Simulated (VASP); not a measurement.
Input of a VASP 6.6.1 run:

Contents of INCAR:

```
  ALGO = Normal
  EDIFF = 1E-6
  ENCUT = 520
  GGA = CA
  ISIF = 2
  ISMEAR = 0
  LASPH = True
  LCHARG = False
  LREAL = False
  LWAVE = False
  NBANDS = 36
  NELM = 80
  PREC = Accurate
  SIGMA = 0.15
```

File KPOINTS:

```
k-points
0
Gamma
  18 18 2
```

Contents of POSCAR:

```
C
1.0
    2.3247365973      0.0000000000      0.0000000000
   -1.1623682987      2.0132809504      0.0000000000
    0.0000000000      0.0000000000     27.6620461979
C
12
Direct
    0.6666666667      0.3333333333      0.0014381788
    0.6666666667      0.3333333333      0.5014563039
    0.6666666667      0.3333333333      0.7298539282
    0.6666666667      0.3333333333      0.2298723132
    0.0000000000      0.0000000000      0.6156893956
    0.3333333333      0.6666666667      0.2298539282
    0.0000000000      0.0000000000      0.1156893956
    0.6666666667      0.3333333333      0.6137543846
    0.3333333333      0.6666666667      0.7298723132
    0.3333333333      0.6666666667      0.1137543846
    0.3333333333      0.6666666667      0.5014381788
    0.3333333333      0.6666666667      0.0014563039
```

Potentials or basis: VASP PAW LDA potentials, release 64 (C).

Run with:

```bash
$ cat potpaw_LDA.64/C/POTCAR > POTCAR
$ mpirun -np 1 vasp_std > vasp.out
```

Question: What does it give for the pressure?

Answer: 39.9 GPa.

Question: What does it give for the largest force?

Answer: 0.856 eV/Å.

Forces on the atoms (eV/Å):
```
C    0.000  0.000 -0.040
C    0.000  0.000 -0.024
C    0.000  0.000  0.023
C    0.000  0.000  0.019
C    0.000  0.000 -0.834
C    0.000  0.000  0.023
C    0.000  0.000 -0.834
C    0.000  0.000  0.856
C    0.000  0.000  0.019
C    0.000  0.000  0.856
C    0.000  0.000 -0.040
C    0.000  0.000 -0.024
```

Caveat: the cell differs from its parent crystal (atoms shifted along a free coordinate); the cell stands under pressure.
